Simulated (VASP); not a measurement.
Ho2O: relaxation of cell and atoms with PBE

Ho2O:

```
Ho O
1.0
     0.00000    3.35524    5.26667
     3.27209    0.00000    5.26667
     3.27209    3.35524    0.00000
Ho O
4 2
Cartesian
  3.2721 3.3552 2.7898
  3.2721 3.3552 7.7436
  4.9081 5.0329 5.4231
  4.9081 5.0329 10.3769
  3.2721 3.3552 5.2667
  4.9081 5.0329 7.9000
```

The cell was built from a structure type or drawn by symmetry, and may not be a known phase.

- Program: VASP 6.6.1
- Task: relaxation of cell and atoms
- Functional: PBE
- Potentials or basis: VASP PAW PBE potentials, release 64 (Ho_3, O), 4f in core
- Cutoff: 600 eV
- k mesh: 4 × 4 × 4
- Occupations: gaussian, width 0.1 eV
- Spin: no spin polarisation
- Dipole correction: no
- Mended: yes
- Further INCAR settings: ALGO = Normal; EDIFF = 1e-07; IBRION = 2; EDIFFG = -0.04; NSW = 90; ISIF = 3

```json
{
 "Relaxed volume": "19.70 Å³/atom",
 "Relaxed cell": "a = 6.253 Å, b = 6.250 Å, c = 4.731 Å, α = 67.80°, β = 67.73°, γ = 44.47°",
 "Space group after relaxing (to 0.1 Å)": "I4_1/amd (No. 141)",
 "Energy gained by relaxing": "5.4 meV/atom",
 "Ionic steps": "4",
 "Pressure after relaxing": "-0.1 GPa",
 "Largest force after relaxing": "0.012 eV/Å",
 "Band gap on the k mesh": "zero (bands 24 and 25 overlap by 1.27 eV)"
}
```

Forces on the atoms (eV/Å):
```
Ho   0.000  0.000 -0.012
Ho   0.000  0.000  0.012
Ho   0.000  0.000 -0.012
Ho   0.000  0.000  0.012
O    0.000  0.000  0.000
O    0.000  0.000  0.000
```

Stress tensor (GPa, compression positive):
```
 0.04  0.00  0.00
 0.00 -0.13  0.00
 0.00  0.00 -0.10
```

Step by step:
| step | energy change (eV) | largest force (eV/Å) | pressure (GPa) | volume (Å³) |
| --- | --- | --- | --- | --- |
| 1 | 0.0000 | 0.0375 | 2.09 | 115.64 |
| 2 | -0.0238 | 0.0094 | -1.36 | 119.89 |
| 3 | -0.0284 | 0.0041 | -0.43 | 118.66 |
| 4 | -0.0326 | 0.0119 | -0.06 | 118.20 |

Final structure:
```
CELL_PARAMETERS angstrom
0.00000 3.34812 5.28139
3.34234 0.00000 5.28139
3.34234 3.34812 0.00000
ATOMIC_POSITIONS crystal
Ho 0.26469 0.26469 0.73531
Ho 0.73531 0.73531 0.26469
Ho 0.51469 0.51469 0.98531
Ho 0.98531 0.98531 0.51469
O 0.50000 0.50000 0.50000
O 0.75000 0.75000 0.75000
```

Levels at points of the mesh, in eV from the Fermi level:
```
           k point  band 20  band 21  band 22  band 23  band 24  band 25  band 26  band 27  band 28
(0.00, 0.00, 0.00)    -4.81    -4.06    -1.43    -1.26     0.47     0.48     1.06     1.07     1.13
(0.50, 0.00, 0.00)    -5.05    -1.68    -1.32    -0.51    -0.06     0.00     0.79     1.32     1.72
(0.50, 0.50, 0.00)    -4.80    -2.59    -2.59    -1.39    -1.39    -0.31    -0.31     2.15     2.15
(0.50, 0.00, 0.50)    -5.89    -0.86    -0.86    -0.44    -0.44     0.97     0.97     1.34     1.34
(0.00, 0.50, 0.50)    -5.89    -0.86    -0.86    -0.43    -0.43     0.96     0.96     1.35     1.35
```

Run time: 2.8 min on 1 thread of Intel(R) Xeon(R) 6975P-C (Granite Rapids), with other jobs on the host, peak memory 0.35 GiB.

Caveat: the k points lie up to 0.36 Å⁻¹ apart in the final cell, too coarse for converged energies and pressures of a metal; spin-orbit coupling is left out, which moves the levels of the heavy elements; the 4f electrons are frozen in the core, so they carry no moment and show no levels; the run has no spin polarisation, though such a crystal can be magnetic. With open d or f shells a metallic result of PBE can be an artefact of self-interaction; +U or a hybrid may open a gap.
